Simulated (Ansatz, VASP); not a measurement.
# CdTe: VASP beside Ansatz

POSCAR

```
CdTe
1.0
    0.0000000000      3.0943934777      3.0943934777
    3.0943934777      0.0000000000      3.0943934777
    3.0943934777      3.0943934777      0.0000000000
Cd Te
1 1
Direct
    0.0000000000      0.0000000000      0.0000000000
    0.2500000000      0.2500000000      0.2500000000
```

INCAR.step1

```
  PREC = Accurate
  ENCUT = 520
  ISMEAR = 0
  SIGMA = 0.01
  LREAL = F
  LASPH = T
  NELM = 60
  NBANDS = 16
  GGA = PE
  ALGO = Normal
  EDIFF = 1E-4
  LWAVE = T
  LCHARG = F
```

File INCAR.step2:

```
  PREC = Accurate
  ENCUT = 520
  EDIFF = 1E-6
  ISMEAR = 0
  SIGMA = 0.01
  LREAL = F
  LASPH = T
  NELM = 60
  ALGO = Normal
  ISIF = 2
  LWAVE = F
  LCHARG = F
  METAGGA = R2SCAN
  LMIXTAU = T
  NBANDS = 16
  ISTART = 1
```

File KPOINTS:

```
regular mesh
0
Gamma
  5 5 5
```

Input for Ansatz:

```yaml
crystal:
  lattice:
    - [0.0, 3.0943934776610433, 3.0943934776610433]
    - [3.0943934776610433, 0.0, 3.0943934776610433]
    - [3.0943934776610433, 3.0943934776610433, 0.0]
  atoms:
    - { symbol: Cd, position: [0.0, 0.0, 0.0] }
    - { symbol: Te, position: [0.25, 0.25, 0.25] }
kpoints:
  mp_grid:
    grid: [5, 5, 5]
hamiltonian:
  xc: r2scan
  pseudopotentials:
    kind: nc
scf:
  mixing:
    algorithm: anderson
    beta: 0.7
  occupations:
    method: fixed
output:
  stress: true
```

Alike in both runs: task single point; functional r2SCAN; k mesh 5 × 5 × 5; no spin polarisation.

|  | VASP | Ansatz |
| --- | --- | --- |
| version | VASP 6.6.1 | Ansatz 0.2.0 |
| potentials or method | VASP PAW PBE potentials, release 64 (Cd, Te) | plane waves, norm-conserving potentials |
| plane-wave cutoff (eV) | 520 | 1306 |
| occupations | gaussian, width 0.01 eV | fixed |
| valence electrons in the cell | 18 | 36 |

Ansatz gave:

* pressure (GPa): 10.6

Question: Which values does VASP return?

Answer: Pressure (GPa): 10.8.

VASP's potentials were made for PBE, not for r2SCAN. VASP's potentials hold 18 valence electrons a cell and Ansatz's 36, so a difference there can come from the potentials and not from the codes.

Neither program's run includes spin-orbit coupling.
